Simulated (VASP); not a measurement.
A run of VASP 6.6.1 is set up as follows.

File INCAR:

```
SYSTEM = ZnAu
PREC = Accurate ; ENCUT = 520
EDIFF = 1E-7 ; ISMEAR = 0
SIGMA = 0.15 ; LREAL = .FALSE.
LASPH = .TRUE. ; NELM = 100
ALGO = Fast ; ISIF = 2
LWAVE = .FALSE. ; LCHARG = .FALSE.
GGA = PE ; NBANDS = 18
```

File KPOINTS:

```
Automatic mesh
0
G
  16 16 16
  0 0 0
```

Contents of POSCAR:

```
ZnAu
1.0
    3.5598864000      0.0000000000      0.0000000000
    0.0000000000      3.5598864000      0.0000000000
    0.0000000000      0.0000000000      3.1470000000
Zn Au
1 1
Direct
    0.5000000000      0.5000000000      0.5000000000
    0.0000000000      0.0000000000      0.0000000000
```

Potentials or basis: VASP PAW PBE potentials, release 64 (Zn, Au).

Command:

```bash
$ cat potpaw_PBE.64/Zn/POTCAR potpaw_PBE.64/Au/POTCAR > POTCAR
$ mpirun -np 1 vasp_std > vasp.out
```

Problem. Predict the pressure.

Solution. -13.1 GPa.

Stress tensor (GPa, compression positive):
```
-13.06   0.00   0.00
  0.00 -13.06   0.00
  0.00   0.00 -13.14
```

Caveat: the cell differs from its parent crystal (strain +0.1312 x Voigt [1, 1, 0, 0, 0, 0]).
